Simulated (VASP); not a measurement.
Here is a VASP 6.6.1 calculation.

Contents of INCAR:

```
ALGO     = Normal         # electronic algorithm
EDIFF    = 1E-6           # SCF threshold, eV
ENCUT    = 520            # plane-wave cutoff, eV
GGA      = PE             # functional
GGA_COMPAT= False        
ISIF     = 2              # what is computed and relaxed
ISMEAR   = -1             # smearing method
IVDW     = 12             # dispersion correction
LASPH    = True           # aspherical terms in the spheres
LCHARG   = True           # write CHGCAR
LELF     = True           # ELF
LREAL    = Auto         
LVHAR    = True         
LWAVE    = False          # write WAVECAR
NBANDS   = 58             # bands
NELM     = 120            # most SCF steps
PREC     = Accurate       # precision mode
SIGMA    = 0.05           # smearing width, eV
```

File KPOINTS:

```
k-points
0
Gamma
  1 1 1
```

File POSCAR:

```
H4C
1.0
    7.6834750000      0.0000000000      0.0000000000
    0.0000000000      7.6834750000      0.0000000000
    0.0000000000      0.0000000000      7.6834750000
C H
8 32
Direct
    0.6730418203      0.5992470855      1.0094651183
    0.1893283963      0.5561676195      0.8354553116
    0.3542928167      0.3152219536      0.1626477603
    0.4294931655      0.9004909888      0.2446028652
    0.5279642349      0.1782396637      0.6667035423
    0.9478263416      0.8419627838      0.5698333111
    0.8876061938      0.1115901334      0.9848148136
    0.0582418762      0.3001896928      0.4535447828
    0.6902605917      0.4605077781      0.9625983035
    0.5816638956      0.5890433690      1.1155108854
    0.6221403727      0.6788985453      0.9045646664
    0.8116509782      0.6348950182      1.0494079827
    0.2534009677      0.6477147384      0.9207812871
    0.0532441376      0.5129319741      0.8705436017
    0.2813440533      0.4424300203      0.8284532715
    0.1742440758      0.5960844540      0.7015705784
    0.4143177403      0.3070876134      0.2936822206
    0.2125730870      0.2824503236      0.1654329584
    0.4145259795      0.2224384149      0.0727925841
    0.3705354674      0.4416361087      0.1000198478
    0.3939233225      1.0191482370      0.3054867752
    0.5282505637      0.9397831060      0.1437240311
    0.3173694194      0.8633333225      0.1710814443
    0.4855615460      0.8098158711      0.3309179766
    0.6411291766      0.2381474528      0.7314919356
    0.4503561214      0.2746934167      0.5848265271
    0.4455536069      0.1245139732      0.7795821552
    0.5507534026      0.0795213103      0.5705621480
    0.8556935501      0.9527069458      0.5262202324
    0.9980119672      0.8626305155      0.7069327355
    1.0569696654      0.8651163699      0.4771018322
    0.8879055375      0.7220170561      0.5265846508
    1.0254344551      0.0665063659      1.0031528703
    0.8115989185     -0.0036051396      0.9463816828
    0.8799924513      0.2265641523      0.8921353945
    0.8407133491      0.1671769609      1.1105521916
    0.1567389755      0.3922704245      0.4084219705
    0.0136787066      0.3338723689      0.5807007897
    0.1139067935      0.1648603008      0.4557182785
   -0.0433918247      0.3093001539      0.3651212505
```

Potentials or basis: VASP PAW PBE potentials, release 64 (C, H).

Launch:

```bash
$ cat potpaw_PBE.64/C/POTCAR potpaw_PBE.64/H/POTCAR > POTCAR
$ mpirun -np 1 vasp_gam > vasp.out
```

Estimate the band gap on the k mesh.

6.82 eV.

What does it give for the pressure?

-0.6 GPa.

Stress tensor (GPa, compression positive):
```
-1.26  0.15 -0.37
 0.15 -0.21  0.67
-0.37  0.67 -0.31
```

Caveat: the k points lie up to 0.82 Å⁻¹ apart.
